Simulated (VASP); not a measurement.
Hf3Si2F, 6 atoms in the cell. Symmetry: P-6m2, No. 187, hexagonal system. Conventional cell: a = 4.504 Å, b = 4.504 Å, c = 5.894 Å, α = 90.00°, β = 90.00°, γ = 120.00°. Hf (site symmetry -6m2) has 3 Hf at 2.60 Å and 6 Si at 2.90 Å and 2 F at 2.95 Å within 3.4 Å. Within 3.4 Å of Hf (site symmetry -6m2) lie 3 F at 2.60 Å and 2 Hf at 2.95 Å and 6 Si at 3.09 Å. Hf (site symmetry -6m2) has 5 Hf at 2.60 to 2.95 Å and 6 Si at 2.90 Å within 3.4 Å. Within 3.4 Å of Si (site symmetry 3m) lie 2 Si at 2.55 to 3.35 Å and 9 Hf at 2.90 to 3.09 Å and 3 F at 3.09 Å. F (site symmetry -6m2) has 5 Hf at 2.60 to 2.95 Å and 6 Si at 3.09 Å within 3.4 Å. The cell was generated, and may not be a known phase.

* Program: VASP 6.6.1
* Task: single point
* Functional: PBE
* Potentials or basis: VASP PAW PBE potentials, release 64 (Hf_pv, Si, F)
* Cutoff: 520 eV
* k mesh: 6 × 6 × 2
* Occupations: gaussian, width 0.1 eV
* Spin: no spin polarisation
* Dipole correction: no
* Further INCAR settings: ALGO = Normal; EDIFF = 1e-06; NBANDS = 32

Potentials or basis: VASP PAW PBE potentials, release 64 (Hf_pv, Si, F).

Launch:

```sh
$ cat potpaw_PBE.64/Hf_pv/POTCAR potpaw_PBE.64/Si/POTCAR potpaw_PBE.64/F/POTCAR > POTCAR
$ mpirun -np 1 vasp_std > vasp.out
```

Hardware: 1 thread of Intel(R) Xeon(R) Platinum 8259CL CPU @ 2.50GHz (Skylake/Cascade Lake), with other jobs on the host.

Problem. How long does it take, and how much memory?

Solution. Run time: 56 s on 1 thread of Intel(R) Xeon(R) Platinum 8259CL CPU @ 2.50GHz (Skylake/Cascade Lake) (shared host), peak memory 0.25 GiB. Counts: scf iterations 15, k points 14.
